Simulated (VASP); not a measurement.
Set up this calculation in VASP 6.6.1, as the native input.

* Task: single point
* Functional: PBE
* Dispersion: D3(BJ)
* Potentials or basis: VASP PAW PBE potentials, release 64 (S, Zr_sv)
* Cutoff: 400 eV
* k mesh: 6 × 6 × 1
* Occupations: gaussian, width 0.05 eV
* Spin: no spin polarisation
* Dipole correction: yes
* Further INCAR settings: ALGO = Normal; EDIFF = 1e-06; NBANDS = 114; NELMDL = -8

The structure of ZrS2 lies in POSCAR:

```
ZrS2
1.0
    7.2700393847      0.0000000000      0.0000000000
   -3.6350196924      6.2960387937      0.0000000000
    0.0000000000      0.0000000000     25.6441542176
S Zr
16 8
Direct
    0.3333333333      0.1666666667      0.3314595571
    0.3333333333      0.6666666667      0.3314595571
    0.8333333333      0.1666666667      0.3314595571
    0.8333333333      0.6666666667      0.3314595571
    0.1666666667      0.3333333333      0.4453805992
    0.1666666667      0.8333333333      0.4453805992
    0.6666666667      0.3333333333      0.4453805992
    0.6666666667      0.8333333333      0.4453805992
    0.3333333333      0.1666666667      0.5560146299
    0.3333333333      0.6666666667      0.5560146299
    0.8333333333      0.1666666667      0.5560146299
    0.8333333333      0.6666666667      0.5560146299
    0.1666666667      0.3333333333      0.6702437652
    0.1666666667      0.8333333333      0.6702437652
    0.6666666667      0.3333333333      0.6702437652
    0.6666666667      0.8333333333      0.6702437652
    0.0000000000      0.0000000000      0.3884200782
    0.0000000000      0.5000000000      0.3884200782
    0.5000000000      0.0000000000      0.3884200782
    0.5000000000      0.5000000000      0.3884200782
    0.0000000000      0.0000000000      0.6130356010
    0.0000000000      0.5000000000      0.6130356010
    0.5000000000      0.0000000000      0.6130356010
    0.5000000000      0.5000000000      0.6130356010
```

The input as run:

INCAR

```
PREC = Accurate
ENCUT = 400
EDIFF = 1E-6
ISMEAR = 0
SIGMA = 0.05
LREAL = False
LASPH = True
NELM = 120
ALGO = Normal
ISIF = 2
LWAVE = False
LCHARG = False
LDIPOL = True
IDIPOL = 3
DIPOL = 0.5 0.5 0.501
GGA = PE
IVDW = 12
NBANDS = 114
GGA_COMPAT = False
NELMDL = -8
```

KPOINTS

```
Automatic mesh
0
Gamma
  6 6 1
```

Potentials or basis: VASP PAW PBE potentials, release 64 (S, Zr_sv).

Launch:

```bash
$ cat potpaw_PBE.64/S/POTCAR potpaw_PBE.64/Zr_sv/POTCAR > POTCAR
$ mpirun -np 1 vasp_std > vasp.out
```

Results of the run:

```json
{
  "Largest force": "0.050 eV/Å",
  "Band gap on the k mesh": "0.99 eV",
  "Dispersion energy per atom": "-0.302 eV"
}
```

Run time: 21 min on 1 thread of Intel(R) Xeon(R) 6975P-C (Granite Rapids) (shared host), peak memory 0.97 GiB.
